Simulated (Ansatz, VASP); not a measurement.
PbO in VASP and in Ansatz

```
Pb O
1.0
     3.98040    0.00000    0.00000
     0.00000    3.98040    0.00000
     0.00000    0.00000    5.00091
Pb O
2 2
Direct
  0.00000 0.50000 0.23663
  0.50000 0.00000 0.76337
  0.00000 0.00000 0.00000
  0.50000 0.50000 0.00000
```

Alike in both runs: task single point; functional PBE; k mesh 6 × 6 × 6; occupations fermi-dirac, width 0.02 eV; non-collinear spin, spin-orbit coupling.

|  | VASP | Ansatz |
| --- | --- | --- |
| version | VASP 6.6.1 | Ansatz 0.2.0 |
| potentials or method | VASP PAW PBE potentials, release 64 (Pb_d, O) | plane waves, PAW |
| plane-wave cutoff (eV) | 520 | 420 |
| valence electrons in the cell | 40 | 40 |

Ansatz gave:

* pressure (GPa): 4.3
* traceless stress, the component that is largest in VASP (GPa): -0.30
* rms of the force components (eV/Å): 0.158
* net moment per atom (μB): 0.00

Question: Which values does VASP return?

Answer: Pressure (GPa): 4.4; traceless stress, the component that is largest in VASP (GPa): -0.43; rms of the force components (eV/Å): 0.173; net moment per atom (μB): 0.00.

Atom by atom the forces differ by 0.014 eV/Å (rms over components). With one functional, cell and mesh, what is left measures potentials, basis and numerics.
